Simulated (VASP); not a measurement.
# Sc (P6_3/mmc) in VASP: further runs

The runs below take Sc through single point, with PBE.

Everything below comes from runs of VASP 6.6.1. Logs are shortened: lines on timing, memory, paths and dates and some standing lists are left out, and cuts for length are marked.

### 1 The cell of the first run

It takes space group P6_3/mmc (No. 194, hexagonal). The conventional cell has a = 3.358 Å, b = 3.358 Å, c = 5.189 Å, α = 90.00°, β = 90.00°, γ = 120.00°. Within 4.3 Å of Sc (site symmetry -6m2) lie 12 Sc at 3.24 to 3.36 Å.

### 2 Single point, PBE (strain +0.015 along x and y, -0.015 along z)

File INCAR:

```
SYSTEM = Sc
  PREC = Accurate
  ENCUT = 520
  EDIFF = 1E-6
  ISMEAR = 0
  SIGMA = 0.15
  LREAL = .False.
  LASPH = .True.
  NELM = 80
  ALGO = Fast
  ISIF = 2
  LWAVE = .False.
  LCHARG = .False.
  GGA = PE
  NBANDS = 18
```

File KPOINTS:

```
Automatic mesh
0
Gamma
  18 18 10
  0 0 0
```

File POSCAR:

```
Sc
1.0
    3.3584298657      0.0000000000      0.0000000000
   -1.6792149328      2.9084855806      0.0000000000
    0.0000000000      0.0000000000      5.1889800000
Sc
2
Direct
    0.3333333333      0.6666666667      0.2500000000
    0.6666666667      0.3333333333      0.7500000000
```

Potentials or basis: VASP PAW PBE potentials, release 64 (Sc_sv).

Started as:

```
$ cat potpaw_PBE.64/Sc_sv/POTCAR > POTCAR
$ mpirun -np 1 vasp_std > vasp.out
```

OUTCAR:

```text
SYSTEM = Sc
   PREC = Accurate
   ENCUT = 520
   EDIFF = 1E-6
   ISMEAR = 0
   LREAL = .False.
   LASPH = .True.
   NELM = 80
   ISIF = 2
   GGA = PE

 ion  position               nearest neighbor table
   1  0.333  0.667  0.250-   2 3.24   2 3.24   2 3.24   2 3.24   2 3.24   2 3.24
   2  0.667  0.333  0.750-   1 3.24   1 3.24   1 3.24   1 3.24   1 3.24   1 3.24

  LATTYP: Found a hexagonal cell.
 ALAT       =     3.3584298657
 C/A-ratio  =     1.5450612958

  Lattice vectors:

 A1 = (   3.3584298657,   0.0000000000,   0.0000000000)
 A2 = (  -1.6792149328,   2.9084855806,   0.0000000000)
 A3 = (   0.0000000000,   0.0000000000,   5.1889800000)

Analysis of symmetry for initial positions (statically):
=====================================================================
 Subroutine PRICEL returns:
 Original cell was already a primitive cell.

 Routine SETGRP: Setting up the symmetry group for a
 hexagonal supercell.

 Subroutine GETGRP returns: Found 24 space group operations
 (whereof 12 operations were pure point group operations)
 out of a pool of 24 trial point group operations.

The static configuration has the point symmetry D_3d.
 The point group associated with its full space group is D_6h.

Analysis of symmetry for dynamics (positions and initial velocities):
=====================================================================
 Subroutine PRICEL returns:
 Original cell was already a primitive cell.

 Routine SETGRP: Setting up the symmetry group for a
 hexagonal supercell.

 Subroutine GETGRP returns: Found 24 space group operations
 (whereof 12 operations were pure point group operations)
 out of a pool of 24 trial point group operations.

The dynamic configuration has the point symmetry D_3d.
 The point group associated with its full space group is D_6h.

 Subroutine INISYM returns: Found 24 space group operations
 (whereof 12 operations are pure point group operations),
 and found     1 'primitive' translations

----------------------------------------------------------------------------------------

                                     Primitive cell

  volume of cell :      50.6857

  direct lattice vectors                    reciprocal lattice vectors
     3.358429866  0.000000000  0.000000000     0.297758191  0.171910771  0.000000000
    -1.679214933  2.908485581  0.000000000     0.000000000  0.343821543  0.000000000
     0.000000000  0.000000000  5.188980000     0.000000000  0.000000000  0.192716102

  length of vectors
[... 82 lines left out ...]
   EDIFF  = 0.1E-05   stopping-criterion for ELM
   LREAL  =      F    real-space projection
   EDIFFG = 0.1E-04   stopping-criterion for IOM
   NSW    =      0    number of steps for IOM
   IBRION =     -1    ionic relax: 0-MD 1-quasi-New 2-CG
   NFREE  =      0    steps in history (QN), initial steepest desc. (CG)
   ISIF   =      2    stress and relaxation
   ISYM   =      2    0-nonsym 1-usesym 2-fastsym
   POTIM  = 0.5000    time-step for ionic-motion
   TEBEG  =    0.0;   TEEND  =   0.0 temperature during run
   PSTRESS=    0.0 pullay stress
   NELECT =      22.0000    total number of electrons
   NUPDOWN=      -1.0000    fix difference up-down
   EMIN   =  10.00;   EMAX   =-10.00  energy-range for DOS
   EFERMI =   0.00;   METHOD = LEGACY
   ISMEAR =     0;   SIGMA  =   0.15  broadening in eV -4-tet -1-fermi 0-gaus
   EFERMI_NEDOS =   21; number of points for ismear=-14 and -15
   IALGO  =     68    algorithm
   IMIX   =      4    mixing-type and parameters
     AMIX     =   0.40;   BMIX     =  1.00
     AMIX_MAG =   1.60;   BMIX_MAG =  1.00
  volume/ion in A,a.u.               =      25.34       171.02
  Fermi-wavevector in a.u.,A,eV,Ry     =   1.239521  2.342356 20.904169  1.536413
  Thomas-Fermi vector in A             =   2.374001
   LORBIT       =      0    0 simple, 1 ext, 2 COOP (PROOUT), +10 PAW based schemes
   GGA     = PE    functional components
   LHFCALC =     F    Hartree Fock is set to
   AEXX    =    0.0000 exact exchange contribution
   IVDW    =     0    specifies the selected vdW correction
   LEPSILON=     F    determine dielectric tensor
   LRPA    =     F    only Hartree local field effects (RPA)
 non-spin polarized calculation
 RMM-DIIS sequential band-by-band and
 Gauss-broadening in eV      SIGMA  =   0.15
  energy-cutoff  :      520.00
  volume of cell :       50.69
 maximum number of plane-waves:      1387
 NGX is ok and might be reduce to    28
   NGX = 13   NGY = 13   NGZ = 19

 number of electron      21.9999999 magnetization

 Free energy of the ion-electron system (eV)
  ---------------------------------------------------
  ext. energy  EPLUGINS =         0.00000000
  ---------------------------------------------------
  free energy    TOTEN  =       -12.51538799 eV

  energy without entropy =      -12.46801971  energy(sigma->0) =      -12.49170385

 E-fermi :   3.5140     XC(G=0):  -9.7659

 val. band max:        3.5063013185   @ k =   0.3333   0.1667   0.4000
 cond. band min:       3.5176859753   @ k =   0.3333   0.1111   0.4000
 fundamental gap:      0.0113846568
 Fermi energy:         3.5140385763

 k-point     1 :       0.0000    0.0000    0.0000
  band No.  band energies     occupation
      1     -45.9729      2.00000
      2     -45.9080      2.00000
      3     -24.7827      2.00000
      4     -24.4731      2.00000
      5     -24.4731      2.00000
      6     -24.4096      2.00000
[... 481 lines left out ...]
      5     -24.6161      2.00000
      6     -24.5569      2.00000
[... 10 lines left out ...]
     17       7.1189      0.00000
     18       7.4275      0.00000

 [... further k-points ...]

------------------------ aborting loop because EDIFF is reached ----------------------------------------

  FORCE on cell =-STRESS in cart. coord.  units (eV):
  Direction    XX          YY          ZZ          XY          YZ          ZX
  --------------------------------------------------------------------------------------
  -------------------------------------------------------------------------------------
  Total       -0.5024117     -0.5024117     -0.3000627     -0.0000000      0.0000000      0.0000000
  in kB      -15.8812679    -15.8812679     -9.4850015     -0.0000000      0.0000000      0.0000000
  external PRESSURE =     -13.7491791 kB  Pullay stress =       0.0000000 kB

 VOLUME and BASIS-vectors are now :
 -----------------------------------------------------------------------------
  energy-cutoff  :      520.00
  volume of cell :       50.69
      direct lattice vectors                 reciprocal lattice vectors
     3.358429866  0.000000000  0.000000000     0.297758191  0.171910771  0.000000000
    -1.679214933  2.908485581  0.000000000     0.000000000  0.343821543  0.000000000
     0.000000000  0.000000000  5.188980000     0.000000000  0.000000000  0.192716102

 POSITION                                       TOTAL-FORCE (eV/Angst)
 -----------------------------------------------------------------------------------
     -0.00000      1.93899      1.29724        -0.000000      0.000000      0.000000
      1.67921      0.96950      3.89173         0.000000     -0.000000      0.000000
 -----------------------------------------------------------------------------------
    total drift:                                0.000000     -0.000000      0.000000

  FREE ENERGIE OF THE ION-ELECTRON SYSTEM (eV)
  ---------------------------------------------------
  free  energy   TOTEN  =       -12.5153879870 eV

  energy  without entropy=      -12.4680197118  energy(sigma->0) =      -12.49170385
```

Wall time 7.5 min (1 thread of Intel Xeon 8259CL, shared host); peak memory 0.3 GiB.

What came out:

- Free energy: -12.5154 eV
- Pressure: -1.4 GPa
- Band gap on the k mesh: zero (bands 11 and 12 overlap by 1.48 eV)

Stress tensor (GPa, compression positive):
```
-1.59  0.00  0.00
 0.00 -1.59  0.00
 0.00  0.00 -0.95
```

Caveat: the cell differs from its parent crystal (strain +0.015 along x and y, -0.015 along z).

### 3 Single point, PBE (strain +0.030 along x and y, -0.030 along z)

File INCAR:

```
ALGO     = Fast           # electronic algorithm
EDIFF    = 1E-7           # SCF threshold, eV
ENCUT    = 520            # plane-wave cutoff, eV
GGA      = PE             # functional
ISIF     = 2              # what is computed and relaxed
ISMEAR   = 0              # smearing method
LASPH    = True           # aspherical terms in the spheres
LCHARG   = False          # write CHGCAR
LREAL    = False          # projectors in reciprocal space
LWAVE    = False          # write WAVECAR
NBANDS   = 18             # bands
NELM     = 60             # most SCF steps
PREC     = Accurate       # precision mode
SIGMA    = 0.15           # smearing width, eV
```

File KPOINTS:

```
k-points
0
Gamma
  18 18 10
```

File POSCAR:

```
Sc
1.0
    3.4080618342      0.0000000000      0.0000000000
   -1.7040309171      2.9514681261      0.0000000000
    0.0000000000      0.0000000000      5.1099600000
Sc
2
Direct
    0.3333333333      0.6666666667      0.2500000000
    0.6666666667      0.3333333333      0.7500000000
```

Potentials or basis: VASP PAW PBE potentials, release 64 (Sc_sv).

Started as:

```
$ cat potpaw_PBE.64/Sc_sv/POTCAR > POTCAR
$ mpirun -np 1 vasp_std > vasp.out
```

Run time: 7.7 min. Hardware: 1 thread of Intel Xeon 8259CL, shared host; peak memory 0.3 GiB.

It converged, with:

| Property | Result |
| --- | --- |
| Free energy | -12.4969 eV |
| Pressure | -2.1 GPa |
| Band gap on the k mesh | zero (bands 11 and 12 overlap by 1.58 eV) |

Stress tensor (GPa, compression positive):
```
-3.00  0.00  0.00
 0.00 -3.00  0.00
 0.00  0.00 -0.24
```

Levels at points of the mesh, in eV from the Fermi level:
| k point | band 7 | band 8 | band 9 | band 10 | band 11 | band 12 | band 13 | band 14 | band 15 | band 16 |
| --- | --- | --- | --- | --- | --- | --- | --- | --- | --- | --- |
| (0.00, 0.00, 0.00) | -27.96 | -27.92 | -5.03 | -1.50 | 0.81 | 1.51 | 1.51 | 1.98 | 1.98 | 1.98 |
| (0.50, 0.00, 0.00) | -28.03 | -27.99 | -1.65 | -1.03 | -0.56 | -0.44 | 1.18 | 1.36 | 1.94 | 3.47 |
| (0.00, 0.00, 0.50) | -28.00 | -28.00 | -3.46 | -3.46 | 1.09 | 1.09 | 1.38 | 1.38 | 1.38 | 1.38 |
| (0.50, 0.00, 0.50) | -28.01 | -28.01 | -1.40 | -1.40 | 0.09 | 0.09 | 1.24 | 1.24 | 2.19 | 2.19 |

Caveat: the cell differs from its parent crystal (strain +0.030 along x and y, -0.030 along z).

(Part 1 of 2 ends here.)
